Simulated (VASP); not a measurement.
# HfN: single point with PBEsol

Crystal: HfN.

```xyz
2
Lattice="3.2734 0.0000 0.0000 0.0000 3.2734 0.0000 1.6367 1.6367 2.1765" Properties=species:S:1:pos:R:3 pbc="T T T"
Hf    0.0000    0.0000    0.0000
N     1.6367    1.6367    0.0000
```

```json
{"Program": "VASP 6.6.1", "Task": "single point", "Functional": "PBEsol", "Potentials or basis": "VASP PAW PBE potentials, release 64 (Hf_pv, N)", "Cutoff": "520 eV", "k mesh": "11 × 11 × 16", "Occupations": "gaussian, width 0.1 eV", "Spin": "no spin polarisation", "Dipole correction": "no", "Further INCAR settings": "ALGO = Normal; EDIFF = 1e-06; NBANDS = 14; ISYM = 0"}
```

```json
{"Pressure": "-5.8 GPa"}
```

Stress tensor (GPa, compression positive):
```
-16.18  -0.13   0.09
 -0.13 -16.18   0.09
  0.09   0.09  15.09
```

Levels at points of the mesh, in eV from the Fermi level:
```csv
k point,band 3,band 4,band 5,band 6,band 7,band 8,band 9,band 10,band 11,band 12
"(0.00, 0.00, 0.00)",-31.08,-17.40,-3.09,-3.09,-2.77,-0.58,-0.58,0.09,0.83,1.45
"(0.00, 0.00, 0.50)",-31.48,-16.27,-4.94,-3.92,-3.86,-3.86,4.06,5.42,5.42,5.43
```

It took 6 min on 1 thread of AMD EPYC 7R13, with other jobs on the host, peak memory 0.39 GiB.

Caveat: the PAW data sets were made with another functional, which shifts forces and pressure a little; spin-orbit coupling is left out, which moves the levels of the heavy elements.
